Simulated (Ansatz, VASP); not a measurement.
**Zr2Si5: VASP beside Ansatz**

```xyz
14
Lattice="3.6568 0.0000 0.0000 0.0000 3.6743 0.0000 0.0000 0.0000 29.5726" Properties=species:S:1:pos:R:3 pbc="T T T"
Si    0.9142    1.8371    7.4861
Si    2.7426    0.0000    7.4662
Si    0.9142    0.0000   10.2779
Si    2.7426    0.0000   11.9129
Si    0.9142    0.0000   14.7865
Si    2.7426    1.8371   14.7862
Si    0.9142    1.8371   17.6598
Si    2.7426    1.8371   19.2947
Si    0.9142    1.8371   22.1065
Si    2.7426    0.0000   22.0866
Zr    2.7426    1.8371    9.6829
Zr    0.9142    1.8371   12.6705
Zr    2.7426    0.0000   16.9022
Zr    0.9142    0.0000   19.8897
```

Alike in both runs: functional PBEsol; k mesh 10 × 10 × 1; occupations gaussian, width 0.1 eV; no spin polarisation.

Ansatz relaxed the structure, and its values are those at the end. VASP's run is a single point on that final structure, the one shown.

|  | VASP | Ansatz |
| --- | --- | --- |
| version | VASP 6.6.1 | Ansatz 0.2.0 |
| potentials or method | VASP PAW PBE potentials, release 64 (Si, Zr_sv), cutoff 520 eV | scalar-relativistic, plane waves, PAW |
| valence electrons in the cell | 88 | 88 |

Ansatz gave:

* gap on the k mesh at the Fermi level (eV): none
* rms of the force components (eV/Å): 0.003

Question: Estimate VASP's values.

Answer: gap on the k mesh at the Fermi level (eV): none; rms of the force components (eV/Å): 0.004.

VASP's potentials were made for PBE, not for PBEsol. A gap of «none» marks a metal or a gap that the smearing closes. With one functional, cell and mesh, what is left measures potentials, basis and numerics.
